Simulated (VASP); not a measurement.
Input of a VASP 6.6.1 run:

Contents of INCAR:

```
SYSTEM = Cu
  ALGO = Normal
  EDIFF = 1E-6
  ENCUT = 520
  GGA = PE
  ISIF = 2
  ISMEAR = -1
  LASPH = .TRUE.
  LCHARG = .TRUE.
  LELF = .TRUE.
  LREAL = .FALSE.
  LVHAR = .TRUE.
  LWAVE = .FALSE.
  NBANDS = 12
  NELM = 100
  PREC = Accurate
  SIGMA = 0.08
```

The input KPOINTS:

```
k-points
0
G
  19 19 19
  0 0 0
```

POSCAR

```
Cu
1.0
    0.0000000000      1.8429501765      1.8429501765
    1.8429501765      0.0000000000      1.8429501765
    1.8429501765      1.8429501765      0.0000000000
Cu
1
Direct
    0.0000000000      0.0000000000      0.0000000000
```

Potentials or basis: VASP PAW PBE potentials, release 64 (Cu).

Launch:

```console
$ cat potpaw_PBE.64/Cu/POTCAR > POTCAR
$ mpirun -np 1 vasp_std > vasp.out
```

Estimate the pressure.

-5.2 GPa.
